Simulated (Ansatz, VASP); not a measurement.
# Be4S in VASP and in Ansatz

```xyz
5
Lattice="4.0069 0.0000 0.0000 0.0000 4.0069 0.0000 0.0000 0.0000 4.0069" Properties=species:S:1:pos:R:3 pbc="T T T"
Be    0.0000    2.0035    2.0035
Be    2.0035    0.0000    2.0035
Be    2.0035    2.0035    0.0000
Be    0.0000    0.0000    0.0000
S     2.0035    2.0035    2.0035
```

Alike in both runs: functional PBE; k mesh 10 × 10 × 10; occupations gaussian, width 0.1 eV; no spin polarisation.

Ansatz relaxed the structure, and its values are those at the end. VASP's run is a single point on that final structure, the one shown.

|  | VASP | Ansatz |
| --- | --- | --- |
| version | VASP 6.6.1 | Ansatz 0.2.0 |
| potentials or method | VASP PAW PBE potentials, release 64 (Be, S), cutoff 520 eV | scalar-relativistic, plane waves, PAW |
| valence electrons in the cell | 14 | 14 |

```csv
,VASP,Ansatz,Ansatz less VASP
gap on the k mesh at the Fermi level (eV),none,none,-
pressure (GPa),0.0,0.0,-0.01
```

A gap of «none» marks a metal or a gap that the smearing closes. With one functional, cell and mesh, what is left measures potentials, basis and numerics.
